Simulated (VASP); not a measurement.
A run of VASP 6.6.1 is set up as follows.

File INCAR:

```
PREC = Accurate
ENCUT = 520
EDIFF = 1E-7
ISMEAR = -1
SIGMA = 0.05
LREAL = Auto
LASPH = True
NELM = 60
ALGO = Normal
ISIF = 2
LWAVE = False
LCHARG = False
GGA = PE
NBANDS = 91
```

The input KPOINTS:

```
Automatic mesh
0
Gamma
  2 2 1
```

File POSCAR:

```
H2C32O
1.0
    9.8640000000      0.0000000000      0.0000000000
   -4.9320000000      8.5424750000      0.0000000000
    0.0000000000      0.0000000000     13.0000000000
C O H
32 1 2
Direct
   -0.0007862615     -0.0003665214      0.0608810000
    0.1658862609      0.0829724407      0.0609340769
   -0.0007878692      0.2496221528      0.0610099231
    0.1659369079      0.3330291280      0.0610670769
   -0.0007433387      0.4997456826      0.0609886154
    0.1659258479      0.5830583057      0.0609566923
   -0.0007679741      0.7496947899      0.0608826154
    0.1658914749      0.8330035499      0.0608866923
    0.2492267374     -0.0003480256      0.0609153077
    0.4158835973      0.0829924583      0.0609445385
    0.2492569419      0.2496479065      0.0610167692
    0.4159166402      0.3330194118      0.0609826154
    0.2492635088      0.4997366688      0.0610140769
    0.4159188606      0.5830372345      0.0609536923
    0.2492390807      0.7496979505      0.0609025385
    0.4158872702      0.8329998039      0.0609041538
    0.4991989302     -0.0003537616      0.0609376923
    0.6658508466      0.0829462187      0.0609766923
    0.4992025320      0.2496566861      0.0609743077
    0.6658555444      0.3330206995      0.0610039231
    0.4992310526      0.4996857468      0.0609475385
    0.6658869531      0.5830255283      0.0609105385
    0.4992296595      0.7496851908      0.0609023846
    0.6658775804      0.8329883318      0.0608716154
    0.7491894639     -0.0003724916      0.0608986923
    0.9158482155      0.0829273718      0.0609091538
    0.7491577660      0.2496369027      0.0610558462
    0.9158783350      0.3330310010      0.0610508462
    0.7492165703      0.4996942923      0.0609419231
    0.9158884033      0.5830456630      0.0609306923
    0.7492195339      0.7496762940      0.0608659231
    0.9158762969      0.8329865759      0.0608610000
    0.9786332615      0.2973889886      0.3475361538
    0.9106024761      0.3114141979      0.3002306154
    1.0510122591      0.2861662457      0.3027240000
```

Potentials or basis: VASP PAW PBE potentials, release 64 (C, O, H).

Launch:

```sh
$ cat potpaw_PBE.64/C/POTCAR potpaw_PBE.64/O/POTCAR potpaw_PBE.64/H/POTCAR > POTCAR
$ mpirun -np 1 vasp_std > vasp.out
```

Question: Estimate the band gap on the k mesh.

Answer: 1.96 eV.

Question: Estimate the largest force.

Answer: 0.140 eV/Å.

Forces on the atoms (eV/Å):
```
C   -0.007 -0.004  0.000
C    0.006  0.003 -0.001
C   -0.006 -0.004  0.002
C    0.010  0.004 -0.001
C   -0.008 -0.001  0.000
C    0.008  0.003  0.000
C   -0.007 -0.004  0.001
C    0.006  0.003 -0.001
C   -0.007 -0.003 -0.001
C    0.008  0.003 -0.001
C   -0.007 -0.003  0.000
C    0.009  0.003 -0.001
C   -0.007 -0.001  0.001
C    0.007  0.002  0.000
C   -0.007 -0.004  0.001
C    0.006  0.002  0.000
C   -0.007 -0.003  0.000
C    0.008  0.003 -0.002
C   -0.008 -0.003  0.001
C    0.008  0.003 -0.001
C   -0.007 -0.002  0.000
C    0.008  0.002 -0.001
C   -0.007 -0.003  0.000
C    0.006  0.003  0.000
C   -0.006 -0.004  0.000
C    0.008  0.004 -0.001
C   -0.009 -0.004  0.001
C    0.008  0.004 -0.001
C   -0.008 -0.002  0.000
C    0.008  0.003  0.000
C   -0.007 -0.004  0.001
C    0.006  0.003 -0.001
O   -0.007  0.000  0.099
H   -0.127  0.019 -0.051
H    0.131 -0.018 -0.044
```
